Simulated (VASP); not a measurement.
# Cs3Sc2I9 (P6_3/mmc) in VASP: single point with PBE

Aim: the single point of Cs3Sc2I9 with PBE.

Program: VASP 6.6.1. These are calculated values, not measurements. Logs are shortened: lines on timing, memory, paths and dates and some standing lists are left out, and cuts for length are marked.

### Step 1. The cell of the first run

It takes space group P6_3/mmc (No. 194, hexagonal). The conventional cell has a = 8.507 Å, b = 8.507 Å, c = 21.370 Å, α = 90.00°, β = 90.00°, γ = 120.00°. Within 5.5 Å of Cs (site symmetry 3m) lie 12 I at 4.16 to 4.66 Å and 4 Sc at 4.88 to 5.27 Å. Within 5.6 Å of Cs (site symmetry -6m2) lie 12 I at 4.25 to 4.26 Å and 6 Sc at 5.29 Å. Within 3.7 Å of Sc (site symmetry 3m) lie 6 I at 2.82 to 3.02 Å. Within 3.7 Å of I (site symmetry m) lie 1 Sc at 2.82 Å. I (site symmetry mm2) has 2 Sc at 3.02 Å and 2 I at 3.99 Å within 4.0 Å.

### Step 2. Single point, PBE

INCAR reads:

```
PREC = Accurate
ENCUT = 520
EDIFF = 1E-6
ISMEAR = 0
SIGMA = 0.1
LREAL = Auto
LASPH = True
NELM = 100
ALGO = Normal
ISIF = 2
LWAVE = False
LCHARG = True
GGA = PE
LELF = True
LVHAR = True
NBANDS = 132
```

KPOINTS reads:

```
Automatic mesh
0
Gamma
  3 3 1
```

POSCAR reads:

```
Cs3Sc2I9
1.0
    8.5065900000      0.0000000000      0.0000000000
   -4.2532950000      7.3669230000      0.0000000000
    0.0000000000      0.0000000000     21.3701040000
Cs Sc I
6 4 18
Direct
    0.3333330000      0.6666670000      0.0695390000
    0.6666670000      0.3333330000      0.9304610000
    0.6666670000      0.3333330000      0.5695390000
    0.3333330000      0.6666670000      0.4304610000
    0.0000000000      0.0000000000      0.2500000000
    0.0000000000      0.0000000000      0.7500000000
    0.3333330000      0.6666670000      0.6585890000
    0.6666670000      0.3333330000      0.3414110000
    0.6666670000      0.3333330000      0.1585890000
    0.3333330000      0.6666670000      0.8414110000
    0.1702880000      0.3405750000      0.5896110000
    0.8297120000      0.6594250000      0.4103890000
    0.6594250000      0.8297120000      0.5896110000
    0.8297120000      0.6594250000      0.0896110000
    0.3405750000      0.1702880000      0.4103890000
    0.1702880000      0.3405750000      0.9103890000
    0.1702880000      0.8297120000      0.5896110000
    0.3405750000      0.1702880000      0.0896110000
    0.8297120000      0.1702880000      0.4103890000
    0.6594250000      0.8297120000      0.9103890000
    0.8297120000      0.1702880000      0.0896110000
    0.1702880000      0.8297120000      0.9103890000
    0.5104000000      0.0208000000      0.2500000000
    0.4896000000      0.9792000000      0.7500000000
    0.9792000000      0.4896000000      0.2500000000
    0.0208000000      0.5104000000      0.7500000000
    0.5104000000      0.4896000000      0.2500000000
    0.4896000000      0.5104000000      0.7500000000
```

Potentials or basis: VASP PAW PBE potentials, release 64 (Cs_sv, Sc_sv, I).

Launch:

```sh
cat potpaw_PBE.64/Cs_sv/POTCAR potpaw_PBE.64/Sc_sv/POTCAR potpaw_PBE.64/I/POTCAR > POTCAR
mpirun -np 1 vasp_std > vasp.out
```

OUTCAR:

```text
PREC = Accurate
   ENCUT = 520
   EDIFF = 1E-6
   ISMEAR = 0
   LREAL = Auto
   LASPH = True
   NELM = 100
   ISIF = 2
   GGA = PE

 ion  position               nearest neighbor table
   1  0.333  0.667  0.070-
   2  0.667  0.333  0.930-
   3  0.667  0.333  0.570-
   4  0.333  0.667  0.430-
   5  0.000  0.000  0.250-
   6  0.000  0.000  0.750-
   7  0.333  0.667  0.659-  17 2.82  11 2.82  13 2.82  24 3.02  26 3.02  28 3.02
   8  0.667  0.333  0.341-  19 2.82  12 2.82  15 2.82  23 3.02  25 3.02  27 3.02
   9  0.667  0.333  0.159-  21 2.82  14 2.82  18 2.82  23 3.02  25 3.02  27 3.02
  10  0.333  0.667  0.841-  22 2.82  16 2.82  20 2.82  24 3.02  26 3.02  28 3.02
  11  0.170  0.341  0.590-   7 2.82
  12  0.830  0.659  0.410-   8 2.82
  13  0.659  0.830  0.590-   7 2.82
  14  0.830  0.659  0.090-   9 2.82
  15  0.341  0.170  0.410-   8 2.82
  16  0.170  0.341  0.910-  10 2.82
  17  0.170  0.830  0.590-   7 2.82
  18  0.341  0.170  0.090-   9 2.82
  19  0.830  0.170  0.410-   8 2.82
  20  0.659  0.830  0.910-  10 2.82
  21  0.830  0.170  0.090-   9 2.82
  22  0.170  0.830  0.910-  10 2.82
  23  0.510  0.021  0.250-   8 3.02   9 3.02
  24  0.490  0.979  0.750-   7 3.02  10 3.02
  25  0.979  0.490  0.250-   8 3.02   9 3.02
  26  0.021  0.510  0.750-   7 3.02  10 3.02
  27  0.510  0.490  0.250-   8 3.02   9 3.02
  28  0.490  0.510  0.750-   7 3.02  10 3.02

  LATTYP: Found a hexagonal cell.
 ALAT       =     8.5065900000
 C/A-ratio  =     2.5121822023

  Lattice vectors:

 A1 = (   8.5065900000,   0.0000000000,   0.0000000000)
 A2 = (  -4.2532950000,   7.3669230000,   0.0000000000)
 A3 = (   0.0000000000,   0.0000000000,  21.3701040000)

Analysis of symmetry for initial positions (statically):
=====================================================================
 Subroutine PRICEL returns:
 Original cell was already a primitive cell.

 Routine SETGRP: Setting up the symmetry group for a
 hexagonal supercell.

 Subroutine GETGRP returns: Found 24 space group operations
 (whereof 12 operations were pure point group operations)
 out of a pool of 24 trial point group operations.

The static configuration has the point symmetry D_3d.
 The point group associated with its full space group is D_6h.

Analysis of symmetry for dynamics (positions and initial velocities):
=====================================================================
 Subroutine PRICEL returns:
 Original cell was already a primitive cell.

 Routine SETGRP: Setting up the symmetry group for a
 hexagonal supercell.

 Subroutine GETGRP returns: Found 24 space group operations
 (whereof 12 operations were pure point group operations)
 out of a pool of 24 trial point group operations.

The dynamic configuration has the point symmetry D_3d.
 The point group associated with its full space group is D_6h.

 Subroutine INISYM returns: Found 24 space group operations
 (whereof 12 operations are pure point group operations),
 and found     1 'primitive' translations

----------------------------------------------------------------------------------------

                                     Primitive cell

  volume of cell :    1339.2087

  direct lattice vectors                    reciprocal lattice vectors
     8.506590000  0.000000000  0.000000000     0.117555918  0.067870942  0.000000000
    -4.253295000  7.366923000  0.000000000     0.000000000  0.135741883  0.000000000
     0.000000000  0.000000000 21.370104000     0.000000000  0.000000000  0.046794344

  length of vectors
     8.506590000  8.506589966 21.370104000     0.135741882  0.135741883  0.046794344

  position of ions in fractional coordinates (direct lattice)
     0.333333000  0.666667000  0.069539000
     0.666667000  0.333333000  0.930461000
     0.666667000  0.333333000  0.569539000
     0.333333000  0.666667000  0.430461000
     0.000000000  0.000000000  0.250000000
     0.000000000  0.000000000  0.750000000
[... 20 lines left out ...]
     0.510400000  0.489600000  0.250000000
     0.489600000  0.510400000  0.750000000

  ion indices of the primitive-cell ions
   primitive index   ion index
                 1           1
                 2           2
                 3           3
                 4           4
                 5           5
                 6           6
[... 20 lines left out ...]
                27          27
                28          28

----------------------------------------------------------------------------------------

 KPOINTS: Automatic mesh

Automatic generation of k-mesh.
 Grid dimensions read from file:
 generate k-points for:    3    3    1

 Generating k-lattice:

  Cartesian coordinates                     Fractional coordinates (reciprocal lattice)
     0.039185306  0.022623647  0.000000000     0.333333333 -0.000000000  0.000000000
     0.000000000  0.045247294  0.000000000     0.000000000  0.333333333  0.000000000
     0.000000000  0.000000000  0.046794344     0.000000000  0.000000000  1.000000000

  Length of vectors
     0.045247294  0.045247294  0.046794344

  Shift w.r.t. Gamma in fractional coordinates (k-lattice)
     0.000000000  0.000000000  0.000000000

 Subroutine IBZKPT returns following result:
 ===========================================

 Found      3 irreducible k-points:

 Following reciprocal coordinates:
            Coordinates               Weight
  0.000000  0.000000  0.000000      1.000000
  0.333333  0.000000  0.000000      6.000000
  0.333333  0.333333  0.000000      2.000000
   k-points           NKPTS =      3   k-points in BZ     NKDIM =      3   number of bands    NBANDS=    132
   number of dos      NEDOS =    301   number of ions     NIONS =     28
   total plane-waves  NPLWV = 655360
   dimension x,y,z NGX =    64 NGY =   64 NGZ =  160
   dimension x,y,z NGXF=   128 NGYF=  128 NGZF=  320
   ions per type =               6   4  18
   NGX,Y,Z   is equivalent  to a cutoff of  12.51, 12.51, 12.45 a.u.
   NGXF,Y,Z  is equivalent  to a cutoff of  25.02, 25.02, 24.89 a.u.
 SYSTEM =  unknown system
   PREC   = accura    normal or accurate (medium, high low for compatibility)
   ISTART =      0    job   : 0-new  1-cont  2-samecut
   ICHARG =      2    charge: 1-file 2-atom 10-const
   ISPIN  =      1    spin polarized calculation?
   LNONCOLLINEAR =      F non collinear calculations
   LSORBIT =      F    spin-orbit coupling
   LASPH  =      T    aspherical Exc in radial PAW
   ENCUT  =  520.0 eV  38.22 Ry    6.18 a.u.  15.82 15.82 39.73*2*pi/ulx,y,z
   NELM   =    100;   NELMIN=  2; NELMDL= -5     # of ELM steps
   EDIFF  = 0.1E-05   stopping-criterion for ELM
   LREAL  =      T    real-space projection
   EDIFFG = 0.1E-04   stopping-criterion for IOM
   NSW    =      0    number of steps for IOM
[... 5 lines left out ...]
   TEBEG  =    0.0;   TEEND  =   0.0 temperature during run
   PSTRESS=    0.0 pullay stress
   NELECT =     224.0000    total number of electrons
   NUPDOWN=      -1.0000    fix difference up-down
   EMIN   =  10.00;   EMAX   =-10.00  energy-range for DOS
   EFERMI =   0.00;   METHOD = LEGACY
   ISMEAR =     0;   SIGMA  =   0.10  broadening in eV -4-tet -1-fermi 0-gaus
   EFERMI_NEDOS =   21; number of points for ismear=-14 and -15
   IALGO  =     38    algorithm
   IMIX   =      4    mixing-type and parameters
     AMIX     =   0.40;   BMIX     =  1.00
     AMIX_MAG =   1.60;   BMIX_MAG =  1.00
  volume/ion in A,a.u.               =      47.83       322.77
  Fermi-wavevector in a.u.,A,eV,Ry     =   0.902003  1.704539 11.069833  0.813610
  Thomas-Fermi vector in A             =   2.025153
   LORBIT       =      0    0 simple, 1 ext, 2 COOP (PROOUT), +10 PAW based schemes
   GGA     = PE    functional components
   LHFCALC =     F    Hartree Fock is set to
   AEXX    =    0.0000 exact exchange contribution
   IVDW    =     0    specifies the selected vdW correction
   LEPSILON=     F    determine dielectric tensor
   LRPA    =     F    only Hartree local field effects (RPA)
 non-spin polarized calculation
 Gauss-broadening in eV      SIGMA  =   0.10
  energy-cutoff  :      520.00
  volume of cell :     1339.21
 maximum number of plane-waves:     36126
 NGX is ok and might be reduce to    64
   NGX = 31   NGY = 31   NGZ = 79

 number of electron     224.0000002 magnetization

 Free energy of the ion-electron system (eV)
  ---------------------------------------------------
  ext. energy  EPLUGINS =         0.00000000
  ---------------------------------------------------
  free energy    TOTEN  =       -97.54387831 eV

  energy without entropy =      -97.54387831  energy(sigma->0) =      -97.54387831

 E-fermi :   1.3708     XC(G=0):  -7.4152

 val. band max:        0.8350145862   @ k =   0.0000   0.0000   0.0000
 cond. band min:       2.9287130227   @ k =   0.0000   0.0000   0.0000
 fundamental gap:      2.0936984365
 Fermi energy:         1.3708165370

 k-point     1 :       0.0000    0.0000    0.0000
  band No.  band energies     occupation
      1     -48.6191      2.00000
      2     -48.6191      2.00000
      3     -48.6182      2.00000
      4     -48.6182      2.00000
      5     -27.2339      2.00000
      6     -27.2338      2.00000
[... 116 lines left out ...]
    123       3.5134      0.00000
    124       3.5844      0.00000

 k-point     2 :       0.3333    0.0000    0.0000
  band No.  band energies     occupation
      1     -48.6191      2.00000
      2     -48.6191      2.00000
      3     -48.6182      2.00000
      4     -48.6182      2.00000
      5     -27.2339      2.00000
      6     -27.2338      2.00000
[... 116 lines left out ...]
    123       3.5779      0.00000
    124       3.6266      0.00000

 k-point     3 :       0.3333    0.3333    0.0000
  band No.  band energies     occupation
      1     -48.6191      2.00000
      2     -48.6191      2.00000
      3     -48.6182      2.00000
      4     -48.6182      2.00000
      5     -27.2339      2.00000
      6     -27.2338      2.00000
[... 116 lines left out ...]
    123       3.6296      0.00000
    124       3.6296      0.00000
 [bands above 124 left out]

------------------------ aborting loop because EDIFF is reached ----------------------------------------

  FORCE on cell =-STRESS in cart. coord.  units (eV):
  Direction    XX          YY          ZZ          XY          YZ          ZX
  --------------------------------------------------------------------------------------
  -------------------------------------------------------------------------------------
  Total       -0.9227682     -0.9227682     -0.8777406      0.0000000     -0.0000000      0.0000000
  in kB       -1.1039641     -1.1039641     -1.0500948      0.0000000     -0.0000000      0.0000000
  external PRESSURE =      -1.0860077 kB  Pullay stress =       0.0000000 kB

 VOLUME and BASIS-vectors are now :
 -----------------------------------------------------------------------------
  energy-cutoff  :      520.00
  volume of cell :     1339.21
      direct lattice vectors                 reciprocal lattice vectors
     8.506590000  0.000000000  0.000000000     0.117555918  0.067870942  0.000000000
    -4.253295000  7.366923000  0.000000000     0.000000000  0.135741883  0.000000000
     0.000000000  0.000000000 21.370104000     0.000000000  0.000000000  0.046794344

 POSITION                                       TOTAL-FORCE (eV/Angst)
 -----------------------------------------------------------------------------------
     -0.00000      4.91128      1.48606         0.000000      0.000000     -0.032522
      4.25330      2.45564     19.88405        -0.000000      0.000000      0.032522
      4.25330      2.45564     12.17111         0.000000      0.000000     -0.032522
     -0.00000      4.91128      9.19900         0.000000      0.000000      0.032522
      0.00000      0.00000      5.34253         0.000000      0.000000      0.000000
      0.00000      0.00000     16.02758         0.000000      0.000000      0.000000
[... 20 lines left out ...]
      2.25935      3.60685      5.34253         0.018179     -0.010496      0.000000
      1.99394      3.76008     16.02758        -0.018179      0.010496      0.000000
 -----------------------------------------------------------------------------------
    total drift:                                0.005526     -0.003190      0.009329

  FREE ENERGIE OF THE ION-ELECTRON SYSTEM (eV)
  ---------------------------------------------------
  free  energy   TOTEN  =       -97.5438783148 eV

  energy  without entropy=      -97.5438783148  energy(sigma->0) =      -97.54387831
```

Wall time 38 min (1 thread of AMD EPYC, shared host); peak memory 1.3 GiB.

Results:

```
Free energy            : -97.5439 eV
Pressure               : -0.1 GPa
Largest force          : 0.048 eV/Å
Band gap on the k mesh : 2.09 eV, direct
```

Forces on the atoms (eV/Å):
```
Cs   0.000  0.000 -0.033
Cs   0.000  0.000  0.033
Cs   0.000  0.000 -0.033
Cs   0.000  0.000  0.033
Cs   0.000  0.000  0.000
Cs   0.000  0.000  0.000
Sc   0.000  0.000 -0.048
Sc   0.000  0.000  0.048
Sc   0.000  0.000 -0.048
Sc   0.000  0.000  0.048
I    0.000  0.026  0.016
I    0.000 -0.026 -0.016
I   -0.022 -0.013  0.016
I    0.000 -0.026  0.016
I    0.022  0.013 -0.016
I    0.000  0.026 -0.016
I    0.022 -0.013  0.016
I    0.022  0.013  0.016
I   -0.022  0.013 -0.016
I   -0.022 -0.013 -0.016
I   -0.022  0.013  0.016
I    0.022 -0.013 -0.016
I    0.000  0.021  0.000
I    0.000 -0.021  0.000
I   -0.018 -0.010  0.000
I    0.018  0.010  0.000
I    0.018 -0.010  0.000
I   -0.018  0.010  0.000
```

Caveat: spin-orbit coupling is left out, which moves the levels of the heavy elements. A k mesh can miss the band edges.
